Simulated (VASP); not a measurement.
Write the native input for VASP 6.6.1 that does the following.

| Quantity | Value |
| --- | --- |
| Task | single point |
| Functional | r2SCAN |
| Potentials or basis | VASP PAW PBE potentials, release 64 (Zn, Ge_d, P) |
| Cutoff | 550 eV |
| k mesh | 6 × 6 × 6 |
| Occupations | gaussian, width 0.01 eV |
| Spin | no spin polarisation |
| Dipole correction | no |
| Further INCAR settings | ALGO = Normal; EDIFF = 1e-06; NBANDS = 46 |

Crystal: ZnGeP2.

```
Zn Ge P
1.0
    -2.66887    2.66887    5.45820
     2.66887   -2.66887    5.45820
     2.66887    2.66887   -5.45820
Zn Ge P
2 2 4
Direct
  0.75000 0.25000 0.50000
  0.00000 0.00000 0.00000
  0.25000 0.75000 0.50000
  0.50000 0.50000 0.00000
  0.12762 0.62500 0.00262
  0.87500 0.87238 0.49738
  0.37500 0.37762 0.50262
  0.62238 0.12500 0.99738
```

This cell differs from its parent crystal: epitaxial xy strain -2.0%.

These files were run (other wordings do the same):

POSCAR

```
ZnGeP2
1.0
   -2.6688737731      2.6688737731      5.4582001700
    2.6688737731     -2.6688737731      5.4582001700
    2.6688737731      2.6688737731     -5.4582001700
Zn Ge P
2 2 4
Direct
    0.7500000000      0.2500000000      0.5000000000
    0.0000000000      0.0000000000      0.0000000000
    0.2500000000      0.7500000000      0.5000000000
    0.5000000000      0.5000000000      0.0000000000
    0.1276172378      0.6250000000      0.0026172378
    0.8750000000      0.8723827622      0.4973827622
    0.3750000000      0.3776172378      0.5026172378
    0.6223827622      0.1250000000      0.9973827622
```

INCAR.step1

```
SYSTEM = ZnGeP2
PREC = Accurate ; ENCUT = 550
ISMEAR = 0 ; SIGMA = 0.01
LREAL = .False. ; LASPH = .True.
NELM = 120 ; NBANDS = 46
GGA = PE ; ALGO = Normal
EDIFF = 1E-5 ; LWAVE = .True.
LCHARG = .False. ; GGA_COMPAT = .False.
```

INCAR.step2

```
SYSTEM = ZnGeP2
PREC = Accurate ; ENCUT = 550
EDIFF = 1E-6 ; ISMEAR = 0
SIGMA = 0.01 ; LREAL = .False.
LASPH = .True. ; NELM = 120
ALGO = Normal ; ISIF = 2
LWAVE = .False. ; LCHARG = .True.
METAGGA = R2SCAN ; LMIXTAU = .True.
LELF = .True. ; LVHAR = .True.
NBANDS = 46 ; ISTART = 1
GGA_COMPAT = .False.
```

KPOINTS

```
regular mesh
0
Gamma
  6 6 6
  0 0 0
```

Potentials or basis: VASP PAW PBE potentials, release 64 (Zn, Ge_d, P).

Run with:

```sh
$ cat potpaw_PBE.64/Zn/POTCAR potpaw_PBE.64/Ge_d/POTCAR potpaw_PBE.64/P/POTCAR > POTCAR
$ cp INCAR.step1 INCAR
$ mpirun -np 1 vasp_std > vasp.out
$ cp INCAR.step2 INCAR
$ mpirun -np 1 vasp_std > vasp.out
```

Results of the run:

* Pressure: 1.9 GPa
* Largest force: 0.014 eV/Å
* Band gap on the k mesh: 1.46 eV (least direct gap 1.77 eV)

Caveat: the cell differs from its parent crystal (epitaxial xy strain -2.0%); the PAW data sets were made with another functional, which shifts forces and pressure a little.

Wall time 15 min on 1 thread of Intel(R) Xeon(R) 6975P-C (Granite Rapids) (shared host), peak memory 0.52 GiB.
